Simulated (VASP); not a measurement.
Set up this calculation in VASP 6.6.1, as the native input.

```
Task                   : relaxation of cell and atoms
Functional             : PBE
Potentials or basis    : VASP PAW PBE potentials, release 64 (Na_pv, F)
Cutoff                 : 600 eV
k mesh                 : 8 × 8 × 8
Occupations            : gaussian, width 0.02 eV
Spin                   : no spin polarisation
Dipole correction      : no
Further INCAR settings : ALGO = Normal; EDIFF = 1e-06; IBRION = 2; EDIFFG = -0.01; NSW = 100; ISIF = 3
```

The structure of NaF lies in POSCAR:

```
NaF
1.0
    0.0000000000      2.3502771129      2.3502771129
    2.3502771129      0.0000000000      2.3502771129
    2.3502771129      2.3502771129      0.0000000000
Na F
1 1
Direct
    0.0000000000      0.0000000000      0.0000000000
    0.5000000000      0.5000000000      0.5000000000
```

The cell was generated, and may not be a known phase.

These files were run (other wordings do the same):

INCAR

```
SYSTEM = NaF
PREC     = Accurate       ! precision mode
ENCUT    = 600            ! plane-wave cutoff, eV
EDIFF    = 1E-6           ! SCF threshold, eV
ISMEAR   = 0              ! smearing method
SIGMA    = 0.02           ! smearing width, eV
LREAL    = .False.        ! projectors in reciprocal space
LASPH    = .True.         ! aspherical terms in the spheres
NELM     = 80             ! most SCF steps
ALGO     = Normal         ! electronic algorithm
ISIF     = 3              ! what is computed and relaxed
LWAVE    = .False.        ! write WAVECAR
LCHARG   = .False.        ! write CHGCAR
GGA      = PE             ! functional
IBRION   = 2              ! ionic algorithm
NSW      = 100            ! ionic steps
EDIFFG   = -0.01          ! ionic threshold
```

KPOINTS

```
regular mesh
0
Gamma
  8 8 8
  0 0 0
```

Potentials or basis: VASP PAW PBE potentials, release 64 (Na_pv, F).

Command:

```sh
$ cat potpaw_PBE.64/Na_pv/POTCAR potpaw_PBE.64/F/POTCAR > POTCAR
$ mpirun -np 1 vasp_std > vasp.out
```

Results of the run:

| Quantity | Value |
| --- | --- |
| Relaxed volume | 12.95 Å³/atom |
| Relaxed cell | a = 3.321 Å, b = 3.321 Å, c = 3.321 Å, α = 60.00°, β = 60.00°, γ = 60.00° |
| Space group after relaxing (to 0.1 Å) | Fm-3m (No. 225) |
| Energy gained by relaxing | 0.0 meV/atom |
| Ionic steps | 2 |
| Pressure after relaxing | 0.0 GPa |
| Band gap on the k mesh | 6.09 eV |

Wall time 12 s on 1 thread of Intel(R) Xeon(R) Platinum 8488C (Sapphire Rapids) (shared host), peak memory 0.15 GiB.
